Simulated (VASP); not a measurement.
Wanted: the native input for a VASP 6.6.1 run.

```
Task                   : single point
Functional             : PBE
Potentials or basis    : VASP PAW PBE potentials, release 64 (Sb)
Cutoff                 : 500 eV
k mesh                 : 16 × 16 × 16
Occupations            : fermi-dirac, width 0.1 eV
Spin                   : no spin polarisation
Dipole correction      : no
Further INCAR settings : ALGO = Normal; EDIFF = 1e-06; NBANDS = 8
```

The structure of Sb lies in POSCAR:

```
Sb
1.0
   -1.8962776387      1.8962776387      1.8962776387
    1.8962776387     -1.8962776387      1.8962776387
    1.8962776387      1.8962776387     -1.8962776387
Sb
1
Direct
    0.0000000000      0.0000000000      0.0000000000
```

One way to write it, as run:

INCAR

```
PREC = Accurate
ENCUT = 500
EDIFF = 1E-6
ISMEAR = -1
SIGMA = 0.1
LREAL = F
LASPH = T
NELM = 120
ALGO = Normal
ISIF = 2
LWAVE = F
LCHARG = F
GGA = PE
NBANDS = 8
GGA_COMPAT = F
```

KPOINTS

```
Automatic mesh
0
Gamma
  16 16 16
```

Potentials or basis: VASP PAW PBE potentials, release 64 (Sb).

The run is started by

```console
$ cat potpaw_PBE.64/Sb/POTCAR > POTCAR
$ mpirun -np 1 vasp_std > vasp.out
```

Results of the run:

```json
{"Pressure": "-0.1 GPa"}
```

It took 20 s on 1 thread of Intel Xeon 8259CL, with other jobs on the host, peak memory 0.15 GiB.
